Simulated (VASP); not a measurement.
Write the native input for VASP 6.6.1 that does the following.

```yaml
Task: single point
Functional: PBE
Potentials_or_basis: VASP PAW PBE potentials, release 64 (C, Ga_d)
Cutoff: 520 eV
k_mesh: 2 × 2 × 1
Occupations: fermi-dirac, width 0.02 eV
Spin: collinear spin, zero start
Starting_moments: "[0.0, 0.0, 0.0, 0.0, 0.0, 0.0, 0.0, 0.0, 0.0, 0.0, 0.0, 0.0, 0.0, 0.0, 0.0, 0.0, 0.0, 0.0, 0.0] μB"
Dipole_correction: no
Further_INCAR_settings: LREAL = Auto; ALGO = Normal; EDIFF = 1e-06; NBANDS = 62
```

The structure of GaC18 lies in POSCAR:

```
GaC18
1.0
    7.3980000000      0.0000000000      0.0000000000
   -3.6990000000      6.4068560000      0.0000000000
    0.0000000000      0.0000000000     13.0000000000
C Ga
18 1
Direct
   -0.0038417497     -0.0081628181      0.0761306154
    0.2179649496      0.1023205454      0.0762176923
   -0.0045120944      0.3247984659      0.0762160000
    0.2172948181      0.4352819854      0.0761328462
   -0.0040743824      0.6578231195      0.0763038462
    0.2175271233      0.7692962039      0.0762961538
    0.3288879371     -0.0086012547      0.0760277692
    0.5509892295      0.1027586698      0.0762983077
    0.3284485458      0.3241271538      0.0761257692
    0.5505587136      0.4343372163      0.0760426923
    0.3275043931      0.6573918627      0.0760391538
    0.5506621253      0.7696246021      0.0744531538
    0.6628944691     -0.0072183611      0.0760394615
    0.8850047720      0.1029917014      0.0761293077
    0.6624633763      0.3243606536      0.0762983846
    0.8845651522      0.4357207342      0.0760246154
    0.6627909012      0.6574939409      0.0744560000
    0.8859488314      0.7697276168      0.0760400769
    0.6066915320      0.7135723044      0.2481133077
```

These files were run (other wordings do the same):

INCAR

```
  PREC = Accurate
  ENCUT = 520
  EDIFF = 1E-6
  ISMEAR = -1
  SIGMA = 0.02
  LREAL = Auto
  LASPH = True
  NELM = 150
  ALGO = Normal
  ISIF = 2
  LWAVE = False
  LCHARG = False
  ISPIN = 2
  MAGMOM = 0 0 0 0 0 0 0 0 0 0 0 0 0 0 0 0 0 0 0
  LORBIT = 11
  GGA = PE
  NBANDS = 62
```

KPOINTS

```
regular mesh
0
Gamma
  2 2 1
```

Potentials or basis: VASP PAW PBE potentials, release 64 (C, Ga_d).

Run with:

```sh
$ cat potpaw_PBE.64/C/POTCAR potpaw_PBE.64/Ga_d/POTCAR > POTCAR
$ mpirun -np 1 vasp_std > vasp.out
```

It gave:

```json
{
  "Largest force": "0.054 eV/Å",
  "Net moment": "0.00 μB per cell",
  "Valence electrons inside the program's atomic spheres": "C 2.65, 2.66 (each value once); Ga 11.41"
}
```

Caveat: the k points lie up to 0.49 Å⁻¹ apart; there is no dipole correction, which matters where the two faces differ; no moment was typed at the start, so none could form.

Run time: 8.9 min on 1 thread of Intel(R) Xeon(R) 6975P-C (Granite Rapids), with other jobs on the host, peak memory 0.93 GiB.
